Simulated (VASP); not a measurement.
# NaH (rocksalt type) (Fm-3m) in VASP: further runs, part 2 of 2

VASP 6.6.1.

### 4 Electric field gradients, PBE (volume scaled by 0.98)

INCAR

```
SYSTEM = NaH
PREC = Accurate
ENCUT = 520
EDIFF = 1E-8
ISMEAR = -1
SIGMA = 0.08
LREAL = .FALSE.
LASPH = .TRUE.
NELM = 80
ALGO = Normal
ISIF = 2
LWAVE = .FALSE.
LCHARG = .FALSE.
GGA = PE
LEFG = .TRUE.
NBANDS = 11
```

KPOINTS

```
Automatic mesh
0
G
  12 12 12
  0 0 0
```

POSCAR

```
NaH
1.0
    0.0000000000      2.3993431470      2.3993431470
    2.3993431470      0.0000000000      2.3993431470
    2.3993431470      2.3993431470      0.0000000000
Na H
1 1
Direct
    0.0000000000      0.0000000000      0.0000000000
    0.5000000000      0.5000000000      0.5000000000
```

Potentials or basis: VASP PAW PBE potentials, release 64 (Na_pv, H).

Run with:

```console
$ cat potpaw_PBE.64/Na_pv/POTCAR potpaw_PBE.64/H/POTCAR > POTCAR
$ mpirun -np 1 vasp_std > vasp.out
```

OUTCAR:

```text
SYSTEM = NaH
   PREC = Accurate
   ENCUT = 520
   EDIFF = 1E-8
   ISMEAR = -1
   LREAL = .FALSE.
   LASPH = .TRUE.
   NELM = 80
   ISIF = 2
   GGA = PE

 ion  position               nearest neighbor table
   1  0.000  0.000  0.000-
   2  0.500  0.500  0.500-

  LATTYP: Found a face centered cubic cell.
 ALAT       =     4.7986862940

  Lattice vectors:

 A1 = (   0.0000000000,   2.3993431470,   2.3993431470)
 A2 = (   2.3993431470,   0.0000000000,   2.3993431470)
 A3 = (   2.3993431470,   2.3993431470,   0.0000000000)

Analysis of symmetry for initial positions (statically):
=====================================================================
 Subroutine PRICEL returns:
 Original cell was already a primitive cell.

 Routine SETGRP: Setting up the symmetry group for a
 face centered cubic supercell.

 Subroutine GETGRP returns: Found 48 space group operations
 (whereof 48 operations were pure point group operations)
 out of a pool of 48 trial point group operations.

The static configuration has the point symmetry O_h .

Analysis of symmetry for dynamics (positions and initial velocities):
=====================================================================
 Subroutine PRICEL returns:
 Original cell was already a primitive cell.

 Routine SETGRP: Setting up the symmetry group for a
 face centered cubic supercell.

 Subroutine GETGRP returns: Found 48 space group operations
 (whereof 48 operations were pure point group operations)
 out of a pool of 48 trial point group operations.

The dynamic configuration has the point symmetry O_h .

 Subroutine INISYM returns: Found 48 space group operations
 (whereof 48 operations are pure point group operations),
 and found     1 'primitive' translations

----------------------------------------------------------------------------------------

                                     Primitive cell

  volume of cell :      27.6253

  direct lattice vectors                    reciprocal lattice vectors
     0.000000000  2.399343147  2.399343147    -0.208390367  0.208390367  0.208390367
     2.399343147  0.000000000  2.399343147     0.208390367 -0.208390367  0.208390367
     2.399343147  2.399343147  0.000000000     0.208390367  0.208390367 -0.208390367

  length of vectors
     3.393183619  3.393183619  3.393183619     0.360942704  0.360942704  0.360942704

  position of ions in fractional coordinates (direct lattice)
     0.000000000  0.000000000  0.000000000
     0.500000000  0.500000000  0.500000000

  ion indices of the primitive-cell ions
   primitive index   ion index
                 1           1
                 2           2

----------------------------------------------------------------------------------------

 KPOINTS: Automatic mesh

Automatic generation of k-mesh.
 Grid dimensions read from file:
 generate k-points for:   12   12   12

 Generating k-lattice:

[... 76 lines left out ...]
   ISMEAR =    -1;   SIGMA  =   0.08  broadening in eV -4-tet -1-fermi 0-gaus
   EFERMI_NEDOS =   21; number of points for ismear=-14 and -15
   IALGO  =     38    algorithm
   IMIX   =      4    mixing-type and parameters
     AMIX     =   0.40;   BMIX     =  1.00
     AMIX_MAG =   1.60;   BMIX_MAG =  1.00
  volume/ion in A,a.u.               =      13.81        93.21
  Fermi-wavevector in a.u.,A,eV,Ry     =   1.083101  2.046765 15.961113  1.173109
  Thomas-Fermi vector in A             =   2.219159
   LORBIT       =      0    0 simple, 1 ext, 2 COOP (PROOUT), +10 PAW based schemes
   GGA     = PE    functional components
   LHFCALC =     F    Hartree Fock is set to
   AEXX    =    0.0000 exact exchange contribution
   IVDW    =     0    specifies the selected vdW correction
   LEPSILON=     F    determine dielectric tensor
   LRPA    =     F    only Hartree local field effects (RPA)
 non-spin polarized calculation
  energy-cutoff  :      520.00
  volume of cell :       27.63
 maximum number of plane-waves:       757
 NGX is ok and might be reduce to    28
   NGX = 13   NGY = 13   NGZ = 13

 number of electron       7.9999993 magnetization

 Free energy of the ion-electron system (eV)
  ---------------------------------------------------
  ext. energy  EPLUGINS =         0.00000000
  ---------------------------------------------------
  free energy    TOTEN  =        -5.08658341 eV

  energy without entropy =       -5.08658341  energy(sigma->0) =       -5.08658341

 E-fermi :   0.6274     XC(G=0):  -7.8408

 val. band max:       -1.0460498452   @ k =  -0.2500   0.5000   0.2500
 cond. band min:       2.7496721179   @ k =   0.5000   0.0000   0.0000
 fundamental gap:      3.7957219631
 Fermi energy:         0.6274346610

 k-point     1 :       0.0000    0.0000    0.0000
  band No.  band energies     occupation
      1     -23.1114      2.00000
      2     -23.1114      2.00000
      3     -23.1114      2.00000
      4      -4.7231      2.00000
      5       9.5592      0.00000
      6      14.7138      0.00000
      7      14.7138      0.00000
      8      14.7138      0.00000
      9      15.6238      0.00000
     10      15.6238      0.00000
     11      15.6238      0.00000
[... 309 lines left out ...]
 k-point    24 :      -0.4167    0.1667    0.0000
  band No.  band energies     occupation
      1     -23.2017      2.00000
      2     -23.1408      2.00000
      3     -23.1270      2.00000
      4      -1.7151      2.00000
      5       3.2895      0.00000
      6       7.5349      0.00000
      7      11.6559      0.00000
      8      12.5932      0.00000
      9      16.1257      0.00000
     10      17.2243      0.00000
     11      20.9091      0.00000

 [... further k-points ...]

------------------------ aborting loop because EDIFF is reached ----------------------------------------

  FORCE on cell =-STRESS in cart. coord.  units (eV):
  Direction    XX          YY          ZZ          XY          YZ          ZX
  --------------------------------------------------------------------------------------
  -------------------------------------------------------------------------------------
  Total        0.0807718      0.0807718      0.0807718     -0.0000000     -0.0000000      0.0000000
  in kB        4.6845015      4.6845015      4.6845015     -0.0000000     -0.0000000      0.0000000
  external PRESSURE =       4.6845015 kB  Pullay stress =       0.0000000 kB

 VOLUME and BASIS-vectors are now :
 -----------------------------------------------------------------------------
  energy-cutoff  :      520.00
  volume of cell :       27.63
      direct lattice vectors                 reciprocal lattice vectors
     0.000000000  2.399343147  2.399343147    -0.208390367  0.208390367  0.208390367
     2.399343147  0.000000000  2.399343147     0.208390367 -0.208390367  0.208390367
     2.399343147  2.399343147  0.000000000     0.208390367  0.208390367 -0.208390367

 POSITION                                       TOTAL-FORCE (eV/Angst)
 -----------------------------------------------------------------------------------
      0.00000      0.00000      0.00000         0.000000     -0.000000     -0.000000
      2.39934      2.39934      2.39934        -0.000000      0.000000      0.000000
 -----------------------------------------------------------------------------------
    total drift:                               -0.000000     -0.000000     -0.000000

  FREE ENERGIE OF THE ION-ELECTRON SYSTEM (eV)
  ---------------------------------------------------
  free  energy   TOTEN  =        -5.0865834055 eV

  energy  without entropy=       -5.0865834054  energy(sigma->0) =       -5.08658341

 Electric field gradients (V/A^2)
---------------------------------------------------------------------
 ion       V_xx      V_yy      V_zz      V_xy      V_xz      V_yz
---------------------------------------------------------------------
   1      -0.000     0.000     0.000    -0.001    -0.001    -0.001
   2       0.000     0.000     0.000     0.001     0.001     0.001
---------------------------------------------------------------------

 Electric field gradients after diagonalization (V/A^2)
 (convention: |V_zz| > |V_xx| > |V_yy|)
----------------------------------------------------------------------
 ion       V_xx      V_yy      V_zz     asymmetry (V_yy - V_xx)/ V_zz
----------------------------------------------------------------------
   1       0.001     0.001    -0.002       0.000
   2      -0.001    -0.001     0.002       0.000
----------------------------------------------------------------------

           NMR quadrupolar parameters

 Cq : quadrupolar parameter    Cq=e*Q*V_zz/h
 eta: asymmetry parameters     (V_yy - V_xx)/ V_zz
 Q  : nuclear electric quadrupole moment in mb (millibarn)
----------------------------------------------------------------------
 ion       Cq(MHz)       eta       Q (mb)
----------------------------------------------------------------------
   1      -0.000       0.000       1.000
   2       0.000       0.000       1.000
----------------------------------------------------------------------
```

OSZICAR:

```text
N       E                     dE             d eps       ncg     rms          rms(c)
DAV:   1     0.378817520612E+02    0.37882E+02   -0.45297E+03  1584   0.759E+02
DAV:   2    -0.418851434291E+01   -0.42070E+02   -0.41428E+02  1649   0.195E+02
DAV:   3    -0.550738680152E+01   -0.13189E+01   -0.13171E+01  1926   0.336E+01
DAV:   4    -0.551578388167E+01   -0.83971E-02   -0.83962E-02  1848   0.267E+00
DAV:   5    -0.551585309663E+01   -0.69215E-04   -0.69214E-04  1817   0.251E-01    0.321E+00
DAV:   6    -0.517568133502E+01    0.34017E+00   -0.32604E-01  1830   0.281E+00    0.149E+00
DAV:   7    -0.508205829289E+01    0.93623E-01   -0.32279E-01  1788   0.217E+00    0.349E-01
DAV:   8    -0.508664487131E+01   -0.45866E-02   -0.99639E-03  1739   0.968E-01    0.677E-02
DAV:   9    -0.508659633396E+01    0.48537E-04   -0.11288E-03  1905   0.360E-01    0.232E-02
DAV:  10    -0.508658064663E+01    0.15687E-04   -0.61561E-05  1786   0.497E-02    0.428E-03
DAV:  11    -0.508658362169E+01   -0.29751E-05   -0.57321E-06  1794   0.109E-02    0.312E-03
DAV:  12    -0.508658337557E+01    0.24612E-06   -0.22241E-07  1829   0.314E-03    0.265E-04
DAV:  13    -0.508658338661E+01   -0.11043E-07   -0.59860E-09  1793   0.566E-04    0.113E-04
DAV:  14    -0.508658340620E+01   -0.19588E-07   -0.15579E-10   948   0.810E-05    0.110E-05
DAV:  15    -0.508658340549E+01    0.71202E-09   -0.17444E-11   879   0.238E-05
   1 F= -.50865834E+01 E0= -.50865834E+01  d E =-.103928E-09
```

It took 12 s on 1 thread of Intel Xeon 6975P-C (Granite Rapids), shared host; peak memory 0.15 GiB.

What came out:

```
Free energy            : -5.0866 eV
Pressure               : 0.5 GPa
Band gap on the k mesh : 3.80 eV, indirect (least direct gap 4.66 eV)
```

Caveat: without QUAD_EFG the Cq values of the log hold for a quadrupole moment of 1 mb, not for the nuclei. A k mesh can miss the band edges.

### 5 Summary

| cell | gap on the mesh (eV) | pressure (GPa) |
| --- | --- | --- |
| a = 3.347 Å, angles 60.0°, 2 atoms | 3.87 | 1.6 |
| a = 3.416 Å, angles 60.0°, 2 atoms | 3.76 | 0.0 |
| a = 3.393 Å, angles 60.0°, 2 atoms | 3.80 | 0.5 |

Alike in all rows: task electric field gradients; level PBE; potentials or basis VASP PAW PBE potentials, release 64 (Na_pv, H); no spin polarisation; k mesh 12 × 12 × 12; cutoff (eV) 520; smearing fermi-dirac 0.08 eV.

Total energies depend on the potentials used, so only differences within one code and one set of settings carry meaning.
